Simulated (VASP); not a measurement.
# Ir: relaxation of cell and atoms with r2SCAN

Ir:

```xyz
1
Lattice="-1.3645 1.3645 1.9071 1.3645 -1.3645 1.9071 1.3645 1.3645 -1.9071" Properties=species:S:1:pos:R:3 pbc="T T T"
Ir    0.0000    0.0000    1.9071
```

```yaml
Program: VASP 6.6.1
Task: relaxation of cell and atoms
Functional: r2SCAN
Potentials_or_basis: VASP PAW PBE potentials, release 64 (Ir)
Cutoff: 600 eV
k_mesh: 28 × 28 × 28
Occupations: gaussian, width 0.1 eV
Spin: no spin polarisation
Dipole_correction: no
Further_INCAR_settings: ALGO = Normal; EDIFF = 1e-06; IBRION = 2; EDIFFG = -0.01; NSW = 100; ISIF = 3
```

* Relaxed volume: 14.30 Å³/atom
* Relaxed cell: a = 2.724 Å, b = 2.724 Å, c = 2.724 Å, α = 120.00°, β = 120.00°, γ = 89.99°
* Space group after relaxing (to 0.1 Å): Fm-3m (No. 225)
* Energy gained by relaxing: 2.3 meV/atom
* Ionic steps: 5
* Pressure after relaxing: 0.0 GPa
* Band gap on the k mesh: zero (an odd number of electrons rules out a gap without spin polarisation)

The path:
| step | energy change (eV) | largest force (eV/Å) | pressure (GPa) | volume (Å³) |
| --- | --- | --- | --- | --- |
| 1 | 0.0000 | 0.0000 | 2.60 | 14.20 |
| 2 | 0.0097 | 0.0000 | -9.31 | 14.68 |
| 3 | -0.0017 | 0.0000 | -0.94 | 14.33 |
| 4 | -0.0019 | 0.0000 | 0.85 | 14.27 |
| 5 | -0.0023 | 0.0000 | -0.03 | 14.30 |

Final structure:
```
Ir
1.0
    -1.36211    1.36211    1.92651
     1.36211   -1.36211    1.92651
     1.36211    1.36211   -1.92651
Ir
1
Cartesian
  0.0000 0.0000 1.9265
```

Levels at points of the mesh, in eV from the Fermi level:
| k point | band 2 | band 3 | band 4 | band 5 | band 6 | band 7 |
| --- | --- | --- | --- | --- | --- | --- |
| (0.00, 0.00, 0.00) | -3.92 | -3.92 | -3.92 | -1.25 | -1.25 | 15.15 |
| (0.50, 0.00, 0.00) | -4.07 | -4.07 | -0.65 | 0.93 | 0.94 | 7.57 |
| (0.50, 0.50, 0.00) | -7.49 | 0.84 | 1.56 | 1.56 | 1.80 | 10.95 |
| (0.50, 0.50, 0.50) | -7.49 | 0.84 | 1.56 | 1.56 | 1.80 | 10.94 |

Run time: 22 min on 4 MPI ranks on Oxide Virtual Turin-like Processor (shared host), peak memory 0.36 GiB a rank.

Caveat: the PAW data sets were made with another functional, which shifts forces and pressure a little; spin-orbit coupling is left out, which moves the levels of the heavy elements.
